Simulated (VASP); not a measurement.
# Be (P6_3/mmc) in VASP: further runs

The runs below take Be through single point, with PBE.

Program: VASP 6.6.1. These are calculated values, not measurements. Logs are shortened: lines on timing, memory, paths and dates and some standing lists are left out, and cuts for length are marked.

## 1. The cell of the first run

The structure is hexagonal, space group P6_3/mmc (No. 194). The conventional cell has a = 2.285 Å, b = 2.285 Å, c = 3.584 Å, α = 90.00°, β = 90.00°, γ = 120.00°. Within 2.9 Å of Be (site symmetry -6m2) lie 12 Be at 2.23 to 2.29 Å.

## 2. Single point, PBE

File INCAR:

```
SYSTEM = Be
ALGO = Fast
EDIFF = 1E-6
ENCUT = 520
GGA = PE
ISIF = 2
ISMEAR = 0
LASPH = .True.
LCHARG = .False.
LREAL = .False.
LWAVE = .False.
NBANDS = 9
NELM = 60
PREC = Accurate
SIGMA = 0.1
```

File KPOINTS:

```
k-points
0
Gamma
  9 9 6
  0 0 0
```

File POSCAR:

```
Be
1.0
    2.2853000000      0.0000000000      0.0000000000
   -1.1426500000      1.9791278553      0.0000000000
    0.0000000000      0.0000000000      3.5842000000
Be
2
Direct
    0.3333333333      0.6666666667      0.2500000000
    0.6666666667      0.3333333333      0.7500000000
```

Potentials or basis: VASP PAW PBE potentials, release 64 (Be).

Started as:

```bash
$ cat potpaw_PBE.64/Be/POTCAR > POTCAR
$ mpirun -np 1 vasp_std > vasp.out
```

OUTCAR:

```text
SYSTEM = Be
   EDIFF = 1E-6
   ENCUT = 520
   GGA = PE
   ISIF = 2
   ISMEAR = 0
   LASPH = .True.
   LREAL = .False.
   NELM = 60
   PREC = Accurate

 ion  position               nearest neighbor table
   1  0.333  0.667  0.250-   2 2.23   2 2.23   2 2.23   2 2.23   2 2.23   2 2.23
   2  0.667  0.333  0.750-   1 2.23   1 2.23   1 2.23   1 2.23   1 2.23   1 2.23

  LATTYP: Found a hexagonal cell.
 ALAT       =     2.2853000000
 C/A-ratio  =     1.5683717674

  Lattice vectors:

 A1 = (   2.2853000000,   0.0000000000,   0.0000000000)
 A2 = (  -1.1426500000,   1.9791278553,   0.0000000000)
 A3 = (   0.0000000000,   0.0000000000,   3.5842000000)

Analysis of symmetry for initial positions (statically):
=====================================================================
 Subroutine PRICEL returns:
 Original cell was already a primitive cell.

 Routine SETGRP: Setting up the symmetry group for a
 hexagonal supercell.

 Subroutine GETGRP returns: Found 24 space group operations
 (whereof 12 operations were pure point group operations)
 out of a pool of 24 trial point group operations.

The static configuration has the point symmetry D_3d.
 The point group associated with its full space group is D_6h.

Analysis of symmetry for dynamics (positions and initial velocities):
=====================================================================
 Subroutine PRICEL returns:
 Original cell was already a primitive cell.

 Routine SETGRP: Setting up the symmetry group for a
 hexagonal supercell.

 Subroutine GETGRP returns: Found 24 space group operations
 (whereof 12 operations were pure point group operations)
 out of a pool of 24 trial point group operations.

The dynamic configuration has the point symmetry D_3d.
 The point group associated with its full space group is D_6h.

 Subroutine INISYM returns: Found 24 space group operations
 (whereof 12 operations are pure point group operations),
 and found     1 'primitive' translations

----------------------------------------------------------------------------------------

                                     Primitive cell

  volume of cell :      16.2110

  direct lattice vectors                    reciprocal lattice vectors
     2.285300000  0.000000000  0.000000000     0.437579311  0.252636533  0.000000000
    -1.142650000  1.979127855  0.000000000     0.000000000  0.505273066  0.000000000
     0.000000000  0.000000000  3.584200000     0.000000000  0.000000000  0.279002288

  length of vectors
     2.285300000  2.285300000  3.584200000     0.505273066  0.505273066  0.279002288

  position of ions in fractional coordinates (direct lattice)
[... 82 lines left out ...]
   NSW    =      0    number of steps for IOM
   IBRION =     -1    ionic relax: 0-MD 1-quasi-New 2-CG
   NFREE  =      0    steps in history (QN), initial steepest desc. (CG)
   ISIF   =      2    stress and relaxation
   ISYM   =      2    0-nonsym 1-usesym 2-fastsym
   POTIM  = 0.5000    time-step for ionic-motion
   TEBEG  =    0.0;   TEEND  =   0.0 temperature during run
   PSTRESS=    0.0 pullay stress
   NELECT =       4.0000    total number of electrons
   NUPDOWN=      -1.0000    fix difference up-down
   EMIN   =  10.00;   EMAX   =-10.00  energy-range for DOS
   EFERMI =   0.00;   METHOD = LEGACY
   ISMEAR =     0;   SIGMA  =   0.10  broadening in eV -4-tet -1-fermi 0-gaus
   EFERMI_NEDOS =   21; number of points for ismear=-14 and -15
   IALGO  =     68    algorithm
   IMIX   =      4    mixing-type and parameters
     AMIX     =   0.40;   BMIX     =  1.00
     AMIX_MAG =   1.60;   BMIX_MAG =  1.00
  volume/ion in A,a.u.               =       8.11        54.70
  Fermi-wavevector in a.u.,A,eV,Ry     =   1.026814  1.940397 14.345258  1.054347
  Thomas-Fermi vector in A             =   2.160726
   LORBIT       =      0    0 simple, 1 ext, 2 COOP (PROOUT), +10 PAW based schemes
   GGA     = PE    functional components
   LHFCALC =     F    Hartree Fock is set to
   AEXX    =    0.0000 exact exchange contribution
   IVDW    =     0    specifies the selected vdW correction
   LEPSILON=     F    determine dielectric tensor
   LRPA    =     F    only Hartree local field effects (RPA)
 non-spin polarized calculation
 RMM-DIIS sequential band-by-band and
 Gauss-broadening in eV      SIGMA  =   0.10
  energy-cutoff  :      520.00
  volume of cell :       16.21
 maximum number of plane-waves:       451
 NGX is ok and might be reduce to    18
   NGX =  9   NGY =  9   NGZ = 13

 number of electron       4.0000000 magnetization

 Free energy of the ion-electron system (eV)
  ---------------------------------------------------
  ext. energy  EPLUGINS =         0.00000000
  ---------------------------------------------------
  free energy    TOTEN  =        -7.54750682 eV

  energy without entropy =       -7.54679010  energy(sigma->0) =       -7.54714846

 E-fermi :   6.5282     XC(G=0): -10.5238

 val. band max:        6.3557576235   @ k =   0.3333   0.1111   0.0000
 cond. band min:       6.5557686204   @ k =   0.3333   0.0000   0.0000
 fundamental gap:      0.2000109970
 Fermi energy:         6.5281587373

 k-point     1 :       0.0000    0.0000    0.0000
  band No.  band energies     occupation
      1      -4.3915      2.00000
      2       2.5063      2.00000
      3       7.9201      0.00000
      4      22.4290      0.00000
      5      22.4290      0.00000
      6      25.2479      0.00000
      7      25.2479      0.00000
      8      27.4108      0.00000
      9      33.4672      0.00000
[... 265 lines left out ...]
 k-point    24 :       0.3333    0.3333    0.1667
  band No.  band energies     occupation
      1       4.7018      2.00000
      2       5.7719      2.00000
      3       5.7719      2.00000
      4      11.8270      0.00000
      5      13.2640      0.00000
      6      13.2640      0.00000
      7      21.0100      0.00000
      8      21.0100      0.00000
      9      21.2118      0.00000

 [... further k-points ...]
[... 5 lines left out ...]
  --------------------------------------------------------------------------------------
  -------------------------------------------------------------------------------------
  Total       -0.2000898     -0.2000898     -0.4475071      0.0000000     -0.0000000      0.0000000
  in kB      -19.7754449    -19.7754449    -44.2283958      0.0000000     -0.0000000      0.0000000
  external PRESSURE =     -27.9264286 kB  Pullay stress =       0.0000000 kB

 VOLUME and BASIS-vectors are now :
 -----------------------------------------------------------------------------
  energy-cutoff  :      520.00
  volume of cell :       16.21
      direct lattice vectors                 reciprocal lattice vectors
     2.285300000  0.000000000  0.000000000     0.437579311  0.252636533  0.000000000
    -1.142650000  1.979127855  0.000000000     0.000000000  0.505273066  0.000000000
     0.000000000  0.000000000  3.584200000     0.000000000  0.000000000  0.279002288

 POSITION                                       TOTAL-FORCE (eV/Angst)
 -----------------------------------------------------------------------------------
     -0.00000      1.31942      0.89605         0.000000      0.000000      0.000000
      1.14265      0.65971      2.68815        -0.000000     -0.000000      0.000000
 -----------------------------------------------------------------------------------
    total drift:                                0.000000     -0.000000      0.000000

  FREE ENERGIE OF THE ION-ELECTRON SYSTEM (eV)
  ---------------------------------------------------
  free  energy   TOTEN  =        -7.5475068179 eV

  energy  without entropy=       -7.5467901006  energy(sigma->0) =       -7.54714846
```

OSZICAR:

```text
N       E                     dE             d eps       ncg     rms          rms(c)
DAV:   1    -0.323211579970E+01   -0.32321E+01   -0.18129E+03   864   0.364E+02
DAV:   2    -0.756298715825E+01   -0.43309E+01   -0.42756E+01  1255   0.519E+01
DAV:   3    -0.760781930232E+01   -0.44832E-01   -0.44790E-01   975   0.359E+00
DAV:   4    -0.760788179076E+01   -0.62488E-04   -0.62487E-04  1059   0.139E-01
DAV:   5    -0.760788182687E+01   -0.36109E-07   -0.36546E-07   957   0.332E-03    0.119E+00
RMM:   6    -0.756499172541E+01    0.42890E-01   -0.45955E-03   877   0.707E-01    0.731E-01
RMM:   7    -0.754750670687E+01    0.17485E-01   -0.59353E-03   904   0.710E-01    0.247E-02
RMM:   8    -0.754750622983E+01    0.47704E-06   -0.33130E-04   964   0.172E-01    0.102E-02
RMM:   9    -0.754751036259E+01   -0.41328E-05   -0.13003E-05  1000   0.229E-02    0.300E-03
RMM:  10    -0.754750749435E+01    0.28682E-05   -0.87936E-07   917   0.606E-03    0.159E-03
RMM:  11    -0.754750681794E+01    0.67641E-06   -0.37220E-08   813   0.151E-03
   1 F= -.75475068E+01 E0= -.75471485E+01  d E =-.716717E-03
```

Run time: 6.2 s. Hardware: 1 thread of Intel Xeon Platinum 8259CL at 2.50GHz (Skylake/Cascade Lake), shared host; peak memory 0.12 GiB.

What came out:

| Quantity | Value |
| --- | --- |
| Free energy | -7.5475 eV |
| Pressure | -2.8 GPa |
| Band gap on the k mesh | zero (band 2 reaches 7.88 eV, above the bottom of band 3 at 5.73 eV) |

Stress tensor (GPa, compression positive):
```
-1.98  0.00  0.00
 0.00 -1.98  0.00
 0.00  0.00 -4.42
```

Levels at points of the mesh, in eV from the Fermi level:
```tsv
k point	band 1	band 2	band 3	band 4	band 5
(0.00, 0.00, 0.00)	-10.92	-4.02	1.39	15.90	15.90
(0.00, 0.00, 0.50)	-8.77	-8.77	10.92	10.92	17.53
```

## 3. Single point, PBE (volume scaled by 0.91, then relaxed in part)

File INCAR:

```
PREC = Accurate
ENCUT = 520
EDIFF = 1E-6
ISMEAR = 0
SIGMA = 0.1
LREAL = F
LASPH = T
NELM = 60
ALGO = Fast
ISIF = 2
LWAVE = F
LCHARG = F
GGA = PE
NBANDS = 9
```

File KPOINTS:

```
Automatic mesh
0
Gamma
  30 30 16
```

File POSCAR:

```
Be
1.0
    2.1917466871      0.0000000000      0.0000000000
   -1.0958733436      1.8981083097      0.0000000000
    0.0000000000      0.0000000000      3.4602234067
Be
2
Direct
    0.3333333333      0.6666666667      0.2500000000
    0.6666666667      0.3333333333      0.7500000000
```

Potentials or basis: VASP PAW PBE potentials, release 64 (Be).

Started as:

```bash
$ cat potpaw_PBE.64/Be/POTCAR > POTCAR
$ mpirun -np 1 vasp_std > vasp.out
```

OUTCAR:

```text
PREC = Accurate
   ENCUT = 520
   EDIFF = 1E-6
   ISMEAR = 0
   LREAL = F
   LASPH = T
   NELM = 60
   ISIF = 2
   GGA = PE

 ion  position               nearest neighbor table
   1  0.333  0.667  0.250-   2 2.14   2 2.14   2 2.14   2 2.14   2 2.14   2 2.14
   2  0.667  0.333  0.750-   1 2.14   1 2.14   1 2.14   1 2.14   1 2.14   1 2.14

  LATTYP: Found a hexagonal cell.
 ALAT       =     2.1917466871
 C/A-ratio  =     1.5787515168

  Lattice vectors:

 A1 = (   2.1917466871,   0.0000000000,   0.0000000000)
 A2 = (  -1.0958733436,   1.8981083097,   0.0000000000)
 A3 = (   0.0000000000,   0.0000000000,   3.4602234067)

Analysis of symmetry for initial positions (statically):
=====================================================================
 Subroutine PRICEL returns:
 Original cell was already a primitive cell.

 Routine SETGRP: Setting up the symmetry group for a
 hexagonal supercell.

 Subroutine GETGRP returns: Found 24 space group operations
 (whereof 12 operations were pure point group operations)
 out of a pool of 24 trial point group operations.

The static configuration has the point symmetry D_3d.
 The point group associated with its full space group is D_6h.

Analysis of symmetry for dynamics (positions and initial velocities):
=====================================================================
 Subroutine PRICEL returns:
 Original cell was already a primitive cell.

 Routine SETGRP: Setting up the symmetry group for a
 hexagonal supercell.

 Subroutine GETGRP returns: Found 24 space group operations
 (whereof 12 operations were pure point group operations)
 out of a pool of 24 trial point group operations.

The dynamic configuration has the point symmetry D_3d.
 The point group associated with its full space group is D_6h.

 Subroutine INISYM returns: Found 24 space group operations
 (whereof 12 operations are pure point group operations),
 and found     1 'primitive' translations
[... 112 lines left out ...]
   IALGO  =     68    algorithm
   IMIX   =      4    mixing-type and parameters
     AMIX     =   0.40;   BMIX     =  1.00
     AMIX_MAG =   1.60;   BMIX_MAG =  1.00
  volume/ion in A,a.u.               =       7.20        48.57
  Fermi-wavevector in a.u.,A,eV,Ry     =   1.068291  2.018778 15.527597  1.141246
  Thomas-Fermi vector in A             =   2.203935
   LORBIT       =      0    0 simple, 1 ext, 2 COOP (PROOUT), +10 PAW based schemes
   GGA     = PE    functional components
   LHFCALC =     F    Hartree Fock is set to
   AEXX    =    0.0000 exact exchange contribution
   IVDW    =     0    specifies the selected vdW correction
   LEPSILON=     F    determine dielectric tensor
   LRPA    =     F    only Hartree local field effects (RPA)
 non-spin polarized calculation
 RMM-DIIS sequential band-by-band and
 Gauss-broadening in eV      SIGMA  =   0.10
  energy-cutoff  :      520.00
  volume of cell :       14.40
 maximum number of plane-waves:       402
   NGX =  9   NGY =  9   NGZ = 13

 number of electron       4.0000000 magnetization

 Free energy of the ion-electron system (eV)
  ---------------------------------------------------
  ext. energy  EPLUGINS =         0.00000000
  ---------------------------------------------------
  free energy    TOTEN  =        -7.47798707 eV

  energy without entropy =       -7.47754490  energy(sigma->0) =       -7.47776599

 E-fermi :   7.7746     XC(G=0): -10.9185

 val. band max:        7.7521630631   @ k =   0.3000   0.2000   0.0000
 cond. band min:       7.7836583024   @ k =   0.2000   0.2000   0.0000
 fundamental gap:      0.0314952392
 Fermi energy:         7.7745628664

 k-point     1 :       0.0000    0.0000    0.0000
  band No.  band energies     occupation
      1      -4.0521      2.00000
      2       3.0053      2.00000
      3       9.2206      0.00000
      4      25.0938      0.00000
      5      25.0938      0.00000
      6      28.1188      0.00000
      7      28.1188      0.00000
      8      30.3286      0.00000
      9      36.5727      0.00000
[... 265 lines left out ...]
 k-point    24 :       0.2667    0.0333    0.0000
  band No.  band energies     occupation
      1      -1.6342      2.00000
      2       6.2494      2.00000
      3       9.0498      0.00000
      4      15.6732      0.00000
      5      19.4800      0.00000
      6      23.2557      0.00000
      7      24.4082      0.00000
      8      27.3389      0.00000
      9      29.3746      0.00000

 [... further k-points ...]
[... 5 lines left out ...]
  --------------------------------------------------------------------------------------
  -------------------------------------------------------------------------------------
  Total        1.2309601      1.2309601      1.2452069     -0.0000000     -0.0000000      0.0000000
  in kB      137.0058330    137.0058330    138.5915053     -0.0000000     -0.0000000      0.0000000
  external PRESSURE =     137.5343904 kB  Pullay stress =       0.0000000 kB

 VOLUME and BASIS-vectors are now :
 -----------------------------------------------------------------------------
  energy-cutoff  :      520.00
  volume of cell :       14.40
      direct lattice vectors                 reciprocal lattice vectors
     2.191746687  0.000000000  0.000000000     0.456257106  0.263420163  0.000000000
    -1.095873344  1.898108310  0.000000000     0.000000000  0.526840326  0.000000000
     0.000000000  0.000000000  3.460223407     0.000000000  0.000000000  0.288998681

 POSITION                                       TOTAL-FORCE (eV/Angst)
 -----------------------------------------------------------------------------------
     -0.00000      1.26541      0.86506        -0.000000      0.000000      0.000000
      1.09587      0.63270      2.59517         0.000000      0.000000      0.000000
 -----------------------------------------------------------------------------------
    total drift:                                0.000000     -0.000000      0.000000

  FREE ENERGIE OF THE ION-ELECTRON SYSTEM (eV)
  ---------------------------------------------------
  free  energy   TOTEN  =        -7.4779870686 eV

  energy  without entropy=       -7.4775449017  energy(sigma->0) =       -7.47776599
```

OSZICAR:

```text
N       E                     dE             d eps       ncg     rms          rms(c)
DAV:   1    -0.238188351599E+01   -0.23819E+01   -0.18021E+03 14950   0.368E+02
DAV:   2    -0.750723203796E+01   -0.51253E+01   -0.49885E+01 21908   0.570E+01
DAV:   3    -0.756071938419E+01   -0.53487E-01   -0.53118E-01 16741   0.395E+00
DAV:   4    -0.756080126643E+01   -0.81882E-04   -0.81879E-04 18206   0.151E-01
DAV:   5    -0.756080130669E+01   -0.40256E-07   -0.40820E-07 16446   0.339E-03    0.133E+00
RMM:   6    -0.750023276493E+01    0.60569E-01   -0.81357E-03 14982   0.999E-01    0.823E-01
RMM:   7    -0.747798788513E+01    0.22245E-01   -0.92443E-03 15307   0.981E-01    0.327E-02
RMM:   8    -0.747798628526E+01    0.15999E-05   -0.45734E-04 16461   0.194E-01    0.133E-02
RMM:   9    -0.747798694346E+01   -0.65821E-06   -0.17088E-05 17526   0.303E-02    0.584E-03
RMM:  10    -0.747798706857E+01   -0.12511E-06   -0.11493E-06 15932   0.115E-02
   1 F= -.74779871E+01 E0= -.74777660E+01  d E =-.442167E-03
```

stdout:

```text
POSCAR found type information on POSCAR Be
 POSCAR found :  1 types and       2 ions
 scaLAPACK will be used
 LDA part: xc-table for (Slater+PW92), standard interpolation
 POSCAR, INCAR and KPOINTS ok, starting setup
 FFT: planning ... GRIDC
 FFT: planning ... GRID_SOFT
 FFT: planning ... GRID
 WAVECAR not read
 entering main loop
```

Wall time 44 s (1 thread of Intel Xeon Platinum 8259CL at 2.50GHz (Skylake/Cascade Lake), shared host); peak memory 0.19 GiB.

What came out:

```
Free energy            : -7.4780 eV
Pressure               : 13.8 GPa
Band gap on the k mesh : zero (band 2 reaches 8.92 eV, above the bottom of band 3 at 6.67 eV)
```
